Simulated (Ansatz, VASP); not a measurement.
**One calculation of Al3C2, two programs**

INCAR

```
SYSTEM = Al3C2
  PREC = Accurate
  ENCUT = 520
  EDIFF = 1E-6
  ISMEAR = 0
  SIGMA = 0.1
  LREAL = .False.
  LASPH = .True.
  NELM = 80
  ALGO = Normal
  ISIF = 2
  LWAVE = .False.
  LCHARG = .True.
  GGA = PE
  LELF = .True.
  LVHAR = .True.
  NBANDS = 28
```

KPOINTS

```
regular mesh
0
Gamma
  3 3 4
  0 0 0
```

Contents of POSCAR:

```
Al3C2
1.0
    6.8018759500      0.0000000000      0.0000000000
   -3.4009379700      5.8905973700      0.0000000000
    0.0000000000      0.0000000000      4.2146764300
Al C
6 4
Direct
    0.3863689600      0.0808029700      0.2500000000
    0.6136310400      0.9191970300      0.7500000000
    0.9191970300      0.3055659900      0.2500000000
    0.0808029700      0.6944340100      0.7500000000
    0.6944340100      0.6136310400      0.2500000000
    0.3055659900      0.3863689600      0.7500000000
    0.3333333300      0.6666666700      0.2500000000
    0.6666666700      0.3333333300      0.7500000000
    0.0000000000      0.0000000000      0.0000000000
    0.0000000000      0.0000000000      0.5000000000
```

Input for Ansatz:

```yaml
crystal:
  lattice:
    - [6.80187595, 0.0, 0.0]
    - [-3.40093797, 5.89059737, 0.0]
    - [0.0, 0.0, 4.21467643]
  atoms:
    - { symbol: Al, position: [0.38636896, 0.08080297, 0.25] }
    - { symbol: Al, position: [0.61363104, 0.91919703, 0.75] }
    - { symbol: Al, position: [0.91919703, 0.30556599, 0.25] }
    - { symbol: Al, position: [0.08080297, 0.69443401, 0.75] }
    - { symbol: Al, position: [0.69443401, 0.61363104, 0.25] }
    - { symbol: Al, position: [0.30556599, 0.38636896, 0.75] }
    - { symbol: C, position: [0.33333333, 0.66666667, 0.25] }
    - { symbol: C, position: [0.66666667, 0.33333333, 0.75] }
    - { symbol: C, position: [0.0, 0.0, 0.0] }
    - { symbol: C, position: [0.0, 0.0, 0.5] }
basis:
  ecutwfc: 420
kpoints:
  mp_grid: { grid: [3, 3, 4] }
hamiltonian:
  xc: pbe
scf:
  occupations: { method: gaussian, width: 0.1 }
  lower_state_search: "off"
output:
  forces: true
  stress: true
  eigenvalues: true
```

Change from the starting cell: species swapped into the Tm3Ru2 type (P6_3/m, No. 176).

Alike in both runs: task single point; functional PBE; k mesh 3 × 3 × 4; occupations gaussian, width 0.1 eV; no spin polarisation.

|  | VASP | Ansatz |
| --- | --- | --- |
| version | VASP 6.6.1 | Ansatz 0.2.0 |
| potentials or method | VASP PAW PBE potentials, release 64 (Al, C), cutoff 520 eV | scalar-relativistic, plane waves, PAW |
| valence electrons in the cell | 34 | 34 |

Ansatz gave:

- gap on the k mesh at the Fermi level (eV): none
- pressure (GPa): -21.6
- traceless stress, the component that is largest in VASP (GPa): 1.90
- rms of the force components (eV/Å): 0.331

**Question.** What did VASP give for the same quantities?

**Answer.** gap on the k mesh at the Fermi level (eV): none; pressure (GPa): -21.6; traceless stress, the component that is largest in VASP (GPa): 1.91; rms of the force components (eV/Å): 0.331.

Atom by atom the forces differ by 0.000 eV/Å (rms over components). A gap of «none» marks a metal or a gap that the smearing closes. With one functional, cell and mesh, what is left measures potentials, basis and numerics.

The k mesh is coarse, so the values compare programs but aren't converged.
